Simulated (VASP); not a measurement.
CdInS2: single point with PBE

Crystal: CdInS2.

```
Cd In S
1.0
     3.86950    0.00000    0.00000
    -1.93475    3.35108    0.00000
     0.00000    0.00000    6.81053
Cd In S
1 1 2
Direct
  0.00000 0.00000 0.00000
  0.00000 0.00000 0.50000
  0.66667 0.33333 0.75505
  0.33333 0.66667 0.24495
```

```yaml
Program: VASP 6.6.1
Task: single point
Functional: PBE
Potentials_or_basis: VASP PAW PBE potentials, release 64 (Cd, In_d, S)
Cutoff: 520 eV
k_mesh: 7 × 7 × 4
Occupations: fermi-dirac, width 0.05 eV
Spin: no spin polarisation
```

```yaml
Pressure: 0.1 GPa
Largest_force: 0.101 eV/Å
Band_gap_on_the_k_mesh: zero (an odd number of electrons rules out a gap without spin polarisation)
```

Forces on the atoms (eV/Å):
```
Cd   0.000  0.000  0.000
In   0.000  0.000  0.000
S    0.000  0.000  0.101
S    0.000  0.000 -0.101
```

Levels at points of the mesh, in eV from the Fermi level:
| k point | band 16 | band 17 | band 18 | band 19 | band 20 | band 21 |
| --- | --- | --- | --- | --- | --- | --- |
| (0.00, 0.00, 0.00) | -2.03 | -1.84 | -1.53 | -1.53 | 1.88 | 4.43 |
| (0.00, 0.00, 0.50) | -1.85 | -1.69 | -1.69 | 0.60 | 1.17 | 4.58 |

It took 77 s on 1 thread of Intel Xeon 8259CL (shared host), peak memory 0.25 GiB.

Caveat: spin-orbit coupling is left out, which moves the levels of the heavy elements.
